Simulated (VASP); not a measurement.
A run of VASP 6.6.1:

The input INCAR:

```
ALGO = Normal ; EDIFF = 1E-6
ENCUT = 520 ; ISIF = 2
ISMEAR = -5 ; ISPIN = 2
LASPH = True ; LCHARG = False
LORBIT = 11 ; LREAL = False
LWAVE = False ; MAGMOM = 0
NBANDS = 12 ; NELM = 150
PREC = Accurate ; SIGMA = 0.1
```

The input KPOINTS:

```
k-points
0
Gamma
  13 13 13
```

Contents of POSCAR:

```
Li
1.0
   -1.7500000000      1.7500000000      1.7500000000
    1.7500000000     -1.7500000000      1.7500000000
    1.7500000000      1.7500000000     -1.7500000000
Li
1
Direct
    0.0000000000      0.0000000000      0.0000000000
```

Potentials or basis: VASP PAW LDA potentials, release 64 (Li_sv).

Command:

```sh
$ cat potpaw_LDA.64/Li_sv/POTCAR > POTCAR
$ mpirun -np 1 vasp_std > vasp.out
```

Hardware: 1 thread of Intel(R) Xeon(R) Platinum 8488C (Sapphire Rapids), on a shared host.

Estimate the wall time of this run.

Wall time 12 s on 1 thread of Intel(R) Xeon(R) Platinum 8488C (Sapphire Rapids) (shared host), peak memory 0.15 GiB. Counts: scf iterations 9, k points 84.
